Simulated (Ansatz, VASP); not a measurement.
One calculation of Ti2Co, two programs

Contents of INCAR:

```
SYSTEM = Ti2Co
PREC = Accurate
ENCUT = 520
EDIFF = 1E-6
ISMEAR = 0
SIGMA = 0.1
LREAL = .False.
LASPH = .True.
NELM = 150
ALGO = Normal
ISIF = 2
LWAVE = .False.
LCHARG = .True.
ISPIN = 2
MAGMOM = 0 0 0 0 1.11 1.11
LORBIT = 11
LMAXMIX = 4
GGA = PS
LELF = .True.
LVHAR = .True.
NBANDS = 46
```

File KPOINTS:

```
Automatic mesh
0
Gamma
  10 10 10
  0 0 0
```

The input POSCAR:

```
Ti2Co
1.0
    0.0000000000      3.3650000000      3.3650000000
    3.3650000000      0.0000000000      3.3650000000
    3.3650000000      3.3650000000      0.0000000000
Ti Co
4 2
Direct
    0.6250000000      0.6250000000      0.6250000000
    0.1250000000      0.6250000000      0.6250000000
    0.6250000000      0.6250000000      0.1250000000
    0.6250000000      0.1250000000      0.6250000000
    0.0000000000      0.0000000000      0.0000000000
    0.2500000000      0.2500000000      0.2500000000
```

Input for Ansatz:

```yaml
crystal:
  lattice:
    - [0.0, 3.365, 3.365]
    - [3.365, 0.0, 3.365]
    - [3.365, 3.365, 0.0]
  atoms:
    - { symbol: Ti, position: [0.125, 0.125, 0.125] }
    - { symbol: Ti, position: [0.625, 0.125, 0.125] }
    - { symbol: Ti, position: [0.125, 0.125, 0.625] }
    - { symbol: Ti, position: [0.125, 0.625, 0.125] }
    - { symbol: Co, position: [0.5, 0.5, 0.5], spin: 1.11 }
    - { symbol: Co, position: [0.75, 0.75, 0.75], spin: 1.11 }
basis:
  ecutwfc: 420
kpoints:
  mp_grid: { grid: [10, 10, 10] }
hamiltonian:
  xc: pbesol
scf:
  occupations: { method: gaussian, width: 0.1 }
output:
  forces: true
  stress: true
  eigenvalues: true
  populations: true
magnetization:
  spin_polarized: true
```

Alike in both runs: task single point; functional PBEsol; k mesh 10 × 10 × 10; occupations gaussian, width 0.1 eV; collinear spin.

```csv
,VASP,Ansatz
version,VASP 6.6.1,Ansatz 0.2.0
potentials or method,"VASP PAW PBE potentials, release 64 (Ti_sv, Co), cutoff 520 eV","scalar-relativistic, plane waves, PAW"
valence electrons in the cell,66,82
```

VASP gave:

| Quantity | Value |
| --- | --- |
| gap on the k mesh at the Fermi level (eV) | none |
| pressure (GPa) | 15.9 |
| net moment per atom (μB) | 0.19 |
| size of the moment on the site where the two differ most (μB) | 0.52 |

Question: Which values does Ansatz return?

Answer: gap on the k mesh at the Fermi level (eV): none; pressure (GPa): 16.0; net moment per atom (μB): 0.19; size of the moment on the site where the two differ most (μB): 0.54.

VASP's potentials were made for PBE, not for PBEsol. Site moments also hang on the region over which each program counts them. A gap of «none» marks a metal or a gap that the smearing closes. VASP's potentials hold 66 valence electrons a cell and Ansatz's 82, so a difference there can come from the potentials and not from the codes.
